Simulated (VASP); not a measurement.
# SrO (I4/mmm) in VASP: a series of runs, part 2 of 2

VASP 6.6.1. The steps go on from the part before.

## Step 4: Electric field gradients, LDA (equal xx and yy strain of +2 %)

File INCAR:

```
ALGO     = Normal         # electronic algorithm
EDIFF    = 1E-8           # SCF threshold, eV
ENCUT    = 520            # plane-wave cutoff, eV
GGA      = CA             # functional
ISIF     = 2              # what is computed and relaxed
ISMEAR   = -1             # smearing method
LASPH    = True           # aspherical terms in the spheres
LCHARG   = False          # write CHGCAR
LEFG     = True         
LREAL    = False          # projectors in reciprocal space
LWAVE    = False          # write WAVECAR
NBANDS   = 15             # bands
NELM     = 80             # most SCF steps
PREC     = Accurate       # precision mode
SIGMA    = 0.02           # smearing width, eV
```

File KPOINTS:

```
k-points
0
Gamma
  8 8 8
```

File POSCAR:

```
SrO
1.0
    0.0000000000      2.6211960000      2.5698000000
    2.6211960000      0.0000000000      2.5698000000
    2.6211960000      2.6211960000      0.0000000000
Sr O
1 1
Direct
    0.0000000000      0.0000000000      0.0000000000
    0.5000000000      0.5000000000      0.5000000000
```

Potentials or basis: VASP PAW LDA potentials, release 64 (Sr_sv, O).

Run with:

```sh
$ cat potpaw_LDA.64/Sr_sv/POTCAR potpaw_LDA.64/O/POTCAR > POTCAR
$ mpirun -np 1 vasp_std > vasp.out
```

OUTCAR:

```text
EDIFF = 1E-8
   ENCUT = 520
   GGA = CA
   ISIF = 2
   ISMEAR = -1
   LASPH = True
   LREAL = False
   NELM = 80
   PREC = Accurate

 ion  position               nearest neighbor table
   1  0.000  0.000  0.000-   2 2.57   2 2.57   2 2.62   2 2.62   2 2.62   2 2.62
   2  0.500  0.500  0.500-   1 2.57   1 2.57   1 2.62   1 2.62   1 2.62   1 2.62

  LATTYP: Found a body centered tetragonal cell.
 ALAT       =     3.7069309328
 C/A-ratio  =     1.3864838847

  Lattice vectors:

 A1 = (   0.0000000000,  -2.6211960000,  -2.5698000000)
 A2 = (   0.0000000000,   2.6211960000,  -2.5698000000)
 A3 = (   2.6211960000,   0.0000000000,   2.5698000000)

Analysis of symmetry for initial positions (statically):
=====================================================================
 Subroutine PRICEL returns:
 Original cell was already a primitive cell.

 Routine SETGRP: Setting up the symmetry group for a
 body centered tetragonal supercell.

 Subroutine GETGRP returns: Found 16 space group operations
 (whereof 16 operations were pure point group operations)
 out of a pool of 16 trial point group operations.

The static configuration has the point symmetry D_4h.

Analysis of symmetry for dynamics (positions and initial velocities):
=====================================================================
 Subroutine PRICEL returns:
 Original cell was already a primitive cell.

 Routine SETGRP: Setting up the symmetry group for a
 body centered tetragonal supercell.

 Subroutine GETGRP returns: Found 16 space group operations
 (whereof 16 operations were pure point group operations)
 out of a pool of 16 trial point group operations.

[... 167 lines left out ...]
     12       7.2840      0.00000
     13       9.1906      0.00000
     14       9.4660      0.00000
[... 401 lines left out ...]
      2     -14.7772      2.00000
      3     -12.9508      2.00000
      4     -12.9313      2.00000
      5     -11.8478      2.00000
      6      -0.4783      2.00000
      7       0.3382      2.00000
      8       0.5210      2.00000
      9       6.5828      0.00000
     10       7.7966      0.00000
     11       9.3245      0.00000
     12       9.5466      0.00000
     13      11.3567      0.00000
     14      11.6921      0.00000
     15      16.2224      0.00000

 [... further k-points ...]
[... 5 lines left out ...]
  --------------------------------------------------------------------------------------
  -------------------------------------------------------------------------------------
  Total       -1.6035636     -1.6035636     -1.1472510      0.0000000      0.0000000     -0.0000000
  in kB      -72.7559424    -72.7559424    -52.0523949      0.0000000      0.0000000     -0.0000000
  external PRESSURE =     -65.8547599 kB  Pullay stress =       0.0000000 kB

 VOLUME and BASIS-vectors are now :
 -----------------------------------------------------------------------------
  energy-cutoff  :      520.00
  volume of cell :       35.31
      direct lattice vectors                 reciprocal lattice vectors
     0.000000000  2.621196000  2.569800000    -0.190752618  0.190752618  0.194567671
     2.621196000  0.000000000  2.569800000     0.190752618 -0.190752618  0.194567671
     2.621196000  2.621196000  0.000000000     0.190752618  0.190752618 -0.194567671

 POSITION                                       TOTAL-FORCE (eV/Angst)
 -----------------------------------------------------------------------------------
      0.00000      0.00000      0.00000         0.000000     -0.000000      0.000000
      2.62120      2.62120      2.56980        -0.000000      0.000000      0.000000
 -----------------------------------------------------------------------------------
    total drift:                                0.000000      0.000000      0.000000

  FREE ENERGIE OF THE ION-ELECTRON SYSTEM (eV)
  ---------------------------------------------------
  free  energy   TOTEN  =       -13.3287840990 eV

  energy  without entropy=      -13.3287840990  energy(sigma->0) =      -13.32878410

 Electric field gradients (V/A^2)
---------------------------------------------------------------------
 ion       V_xx      V_yy      V_zz      V_xy      V_xz      V_yz
---------------------------------------------------------------------
   1       9.930     9.930   -19.860    -0.000     0.000     0.000
   2       3.388     3.388    -6.775     0.000     0.001     0.001
---------------------------------------------------------------------

 Electric field gradients after diagonalization (V/A^2)
 (convention: |V_zz| > |V_xx| > |V_yy|)
----------------------------------------------------------------------
 ion       V_xx      V_yy      V_zz     asymmetry (V_yy - V_xx)/ V_zz
----------------------------------------------------------------------
   1       9.930     9.930   -19.860       0.000
   2       3.388     3.387    -6.775       0.000
----------------------------------------------------------------------

           NMR quadrupolar parameters

 Cq : quadrupolar parameter    Cq=e*Q*V_zz/h
 eta: asymmetry parameters     (V_yy - V_xx)/ V_zz
 Q  : nuclear electric quadrupole moment in mb (millibarn)
----------------------------------------------------------------------
 ion       Cq(MHz)       eta       Q (mb)
----------------------------------------------------------------------
   1      -0.048       0.000       1.000
   2      -0.016       0.000       1.000
----------------------------------------------------------------------
```

OSZICAR:

```text
N       E                     dE             d eps       ncg     rms          rms(c)
DAV:   1     0.653534111447E+02    0.65353E+02   -0.82097E+03  1770   0.103E+03
DAV:   2    -0.124740546455E+02   -0.77827E+02   -0.71063E+02  2467   0.222E+02
DAV:   3    -0.154476994086E+02   -0.29736E+01   -0.29580E+01  2386   0.389E+01
DAV:   4    -0.155077492755E+02   -0.60050E-01   -0.60045E-01  2153   0.537E+00
DAV:   5    -0.155091616384E+02   -0.14124E-02   -0.14124E-02  2303   0.654E-01    0.160E+01
DAV:   6    -0.135796676485E+02    0.19295E+01   -0.65633E+00  1833   0.190E+01    0.194E+01
DAV:   7    -0.133786237127E+02    0.20104E+00   -0.38342E-01  2022   0.528E+00    0.106E+01
DAV:   8    -0.133278944734E+02    0.50729E-01   -0.13428E-01  2358   0.339E+00    0.112E+00
DAV:   9    -0.133289334201E+02   -0.10389E-02   -0.74650E-03  2373   0.516E-01    0.311E-01
DAV:  10    -0.133287792147E+02    0.15421E-03   -0.16980E-04  2050   0.144E-01    0.173E-01
DAV:  11    -0.133287814156E+02   -0.22009E-05   -0.90388E-05  2092   0.965E-02    0.240E-02
DAV:  12    -0.133287841045E+02   -0.26890E-05   -0.81308E-06  2225   0.208E-02    0.691E-03
DAV:  13    -0.133287841188E+02   -0.14256E-07   -0.75641E-07  2071   0.780E-03    0.269E-03
DAV:  14    -0.133287841007E+02    0.18091E-07   -0.11475E-07  2211   0.303E-03    0.108E-03
DAV:  15    -0.133287840990E+02    0.17444E-08   -0.36873E-09  1102   0.591E-04
   1 F= -.13328784E+02 E0= -.13328784E+02  d E =-.331721E-13
```

stdout:

```text
POSCAR found type information on POSCAR SrO
 POSCAR found :  2 types and       2 ions
 scaLAPACK will be used
 LDA part: xc-table for (Slater(with rela. corr.)+CA(PZ))
 , standard interpolation
 POSCAR, INCAR and KPOINTS ok, starting setup
 FFT: planning ... GRIDC
 FFT: planning ... GRID_SOFT
 FFT: planning ... GRID
 WAVECAR not read
 entering main loop
ion   1

ion   2
```

It took 64 s on 1 thread of Intel Xeon 8259CL, shared host; peak memory 0.16 GiB.

What came out:

* Free energy: -13.3288 eV
* Pressure: -6.6 GPa
* Band gap on the k mesh: 3.03 eV (least direct gap 3.21 eV)
* Largest electric field gradient by atom: Sr -19.9; O -6.8 V/Å²

Electric field gradients, principal values (V/Å²):
```
atom  least  middle  greatest (by size)
1 Sr  9.930   9.930             -19.860
 2 O  3.387   3.388              -6.775
```

Caveat: the cell differs from its parent crystal (equal xx and yy strain of +2 %); the cell stands under tension; without QUAD_EFG the Cq values of the log hold for a quadrupole moment of 1 mb, not for the nuclei. A k mesh can miss the band edges.
